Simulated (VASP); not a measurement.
Here is a VASP 6.6.1 calculation.

File INCAR:

```
SYSTEM = ZnS
  ALGO = Normal
  EDIFF = 1E-6
  ENCUT = 520
  GGA = PS
  ISIF = 2
  ISMEAR = 0
  LASPH = .TRUE.
  LCHARG = .FALSE.
  LREAL = .FALSE.
  LWAVE = .FALSE.
  NBANDS = 16
  NELM = 80
  PREC = Accurate
  SIGMA = 0.02
```

File KPOINTS:

```
k-points
0
G
  8 8 8
  0 0 0
```

Contents of POSCAR:

```
ZnS
1.0
    0.0000000000      2.6780747399      2.6780747399
    2.6780747399      0.0000000000      2.6780747399
    2.6780747399      2.6780747399      0.0000000000
Zn S
1 1
Direct
    0.0000000000      0.0000000000      0.0000000000
    0.2500000000      0.2500000000      0.2500000000
```

Potentials or basis: VASP PAW PBE potentials, release 64 (Zn, S).

The run is started by

```sh
$ cat potpaw_PBE.64/Zn/POTCAR potpaw_PBE.64/S/POTCAR > POTCAR
$ mpirun -np 1 vasp_std > vasp.out
```

(1) Predict the pressure.

(2) Predict the band gap on the k mesh.

Answers

(1) 0.2 GPa.

(2) 2.09 eV, direct.

Caveat: the PAW data sets were made with another functional, which shifts forces and pressure a little.
